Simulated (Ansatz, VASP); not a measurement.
**Two plane-wave programs on HfO2**

Contents of INCAR:

```
  PREC = Accurate
  ENCUT = 520
  EDIFF = 1E-7
  ISMEAR = -1
  SIGMA = 0.02
  LREAL = False
  LASPH = True
  NELM = 60
  ALGO = Normal
  ISIF = 2
  LWAVE = False
  LCHARG = False
  GGA = PE
  NBANDS = 31
```

KPOINTS

```
regular mesh
0
Gamma
  6 6 8
```

Contents of POSCAR:

```
HfO2
1.0
    5.0318134715      0.0000000000      0.0000000000
    0.0000000000      5.0318134715      0.0000000000
    0.0000000000      0.0000000000      3.3488104102
Hf O
2 4
Direct
    0.0000000000      0.0000000000      0.0000000000
    0.5000000000      0.5000000000      0.5000000000
    0.3083794907      0.3083794907      0.0000000000
    0.1916205093      0.8083794907      0.5000000000
    0.8083794907      0.1916205093      0.5000000000
    0.6916205093      0.6916205093      0.0000000000
```

Input for Ansatz:

```yaml
crystal:
  lattice:
    - [5.0318134715, 0.0, 0.0]
    - [0.0, 5.0318134715, 0.0]
    - [0.0, 0.0, 3.3488104102]
  atoms:
    - { symbol: Hf, position: [0.0, 0.0, 0.0] }
    - { symbol: Hf, position: [0.5, 0.5, 0.5] }
    - { symbol: O, position: [0.3083794907, 0.3083794907, 0.0] }
    - { symbol: O, position: [0.1916205093, 0.8083794907, 0.5] }
    - { symbol: O, position: [0.8083794907, 0.1916205093, 0.5] }
    - { symbol: O, position: [0.6916205093, 0.6916205093, 0.0] }
kpoints:
  mp_grid: { grid: [6, 6, 8] }
  band_path:
    path:
      - [0.0, 0.0, 0.0]
      - [0.0, 0.5, 0.0]
      - [0.5, 0.5, 0.0]
      - [0.0, 0.0, 0.5]
      - [0.0, 0.5, 0.5]
      - [0.5, 0.5, 0.5]
    npoints: 1
hamiltonian:
  xc: pbe
scf:
  occupations: { method: fermi_dirac, width: 0.02 }
  n_extra_bands: 5
output:
  forces: true
  stress: true
  eigenvalues: true
  write_density: true
  write_potential: true
  elf: true
  volumetric_format: npy
```

Change from the starting cell: hydrostatic strain +4.0%.

Alike in both runs: task single point; functional PBE; k mesh 6 × 6 × 8; occupations fermi-dirac, width 0.02 eV; no spin polarisation.

```csv
,VASP,Ansatz
version,VASP 6.6.1,Ansatz 0.2.0
potentials or method,"VASP PAW PBE potentials, release 64 (Hf_pv, O)","plane waves, PAW"
plane-wave cutoff (eV),520,420
valence electrons in the cell,44,76
```

```tsv
	VASP	Ansatz	Ansatz less VASP
gap on the k mesh at the Fermi level (eV)	3.63	3.69	+0.060
pressure (GPa)	-18.4	-16.1	+2.27
traceless stress, the component that is largest in VASP (GPa)	-4.11	-3.57	+0.542
rms of the force components (eV/Å)	0.003	0.021	+0.0182
```

Atom by atom the forces differ by 0.024 eV/Å (rms over components). VASP's potentials hold 44 valence electrons a cell and Ansatz's 76, so a difference there can come from the potentials and not from the codes.

Spin-orbit coupling is off throughout.
